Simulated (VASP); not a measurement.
Here is a VASP 6.6.1 calculation.

POSCAR

```
TiAl
1.0
    2.7773162165      0.0000000000      0.0000000000
   -1.3886581082      2.4052263978      0.0000000000
    0.0000000000      0.0000000000      4.5313315363
Ti Al
1 1
Direct
    0.0000000000      0.0000000000      0.0000000000
    0.3333333300      0.6666666700      0.5000000000
```

File INCAR.step1:

```
SYSTEM = TiAl
PREC = Accurate ; ENCUT = 520
ISMEAR = 0 ; SIGMA = 0.1
LREAL = .False. ; LASPH = .True.
NELM = 100 ; NBANDS = 14
GGA = PE ; ALGO = Normal
EDIFF = 1E-4 ; LWAVE = .True.
LCHARG = .False.
```

The input INCAR.step2:

```
SYSTEM = TiAl
PREC = Accurate ; ENCUT = 520
EDIFF = 1E-7 ; ISMEAR = 0
SIGMA = 0.1 ; LREAL = .False.
LASPH = .True. ; NELM = 100
ALGO = Normal ; ISIF = 2
LWAVE = .False. ; LCHARG = .False.
METAGGA = R2SCAN ; LMIXTAU = .True.
NBANDS = 14 ; ISTART = 1
```

The input KPOINTS:

```
Automatic mesh
0
Gamma
  18 18 10
  0 0 0
```

Potentials or basis: VASP PAW PBE potentials, release 64 (Ti_sv, Al).

Command:

```bash
$ cat potpaw_PBE.64/Ti_sv/POTCAR potpaw_PBE.64/Al/POTCAR > POTCAR
$ cp INCAR.step1 INCAR
$ mpirun -np 1 vasp_std > vasp.out
$ cp INCAR.step2 INCAR
$ mpirun -np 1 vasp_std > vasp.out
```

Q: Predict the pressure.

A: 11.6 GPa.

Stress tensor (GPa, compression positive):
```
11.45  0.00  0.00
 0.00 11.45  0.00
 0.00  0.00 11.88
```

Caveat: the cell differs from its parent crystal (functional r2SCAN, strained); the PAW data sets were made with another functional, which shifts forces and pressure a little.
